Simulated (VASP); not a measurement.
# TiAl: single point with r2SCAN

Crystal: TiAl.

```
Ti Al
1.0
     3.24141    0.00000    0.00000
     0.00000    3.24141    0.00000
     0.00000    0.00000    3.24141
Ti Al
1 1
Direct
  0.00000 0.00000 0.00000
  0.50000 0.50000 0.50000
```

```
Program             : VASP 6.6.1
Task                : single point
Functional          : r2SCAN
Potentials or basis : VASP PAW PBE potentials, release 64 (Ti_sv, Al)
Cutoff              : 520 eV
k mesh              : 8 × 8 × 8
Occupations         : fermi-dirac, width 0.05 eV
Spin                : no spin polarisation
```

The pressure is -6.6 GPa.

Levels at points of the mesh, in eV from the Fermi level:
| k point | band 4 | band 5 | band 6 | band 7 | band 8 | band 9 | band 10 | band 11 |
| --- | --- | --- | --- | --- | --- | --- | --- | --- |
| (0.00, 0.00, 0.00) | -34.56 | -9.59 | -1.47 | -1.47 | 1.91 | 1.91 | 1.91 | 4.35 |
| (0.50, 0.00, 0.00) | -34.55 | -6.35 | -5.41 | -0.59 | 0.27 | 0.27 | 2.10 | 2.86 |
| (0.50, 0.50, 0.00) | -34.54 | -5.07 | -2.37 | -2.37 | -1.55 | 0.85 | 0.85 | 2.61 |
| (0.50, 0.50, 0.50) | -34.67 | -3.08 | -3.08 | -3.08 | 0.59 | 2.67 | 2.67 | 2.72 |

Wall time 70 s on 1 thread of Intel Xeon 8259CL (shared host), peak memory 0.15 GiB.

Caveat: the PAW data sets were made with another functional, which shifts forces and pressure a little.
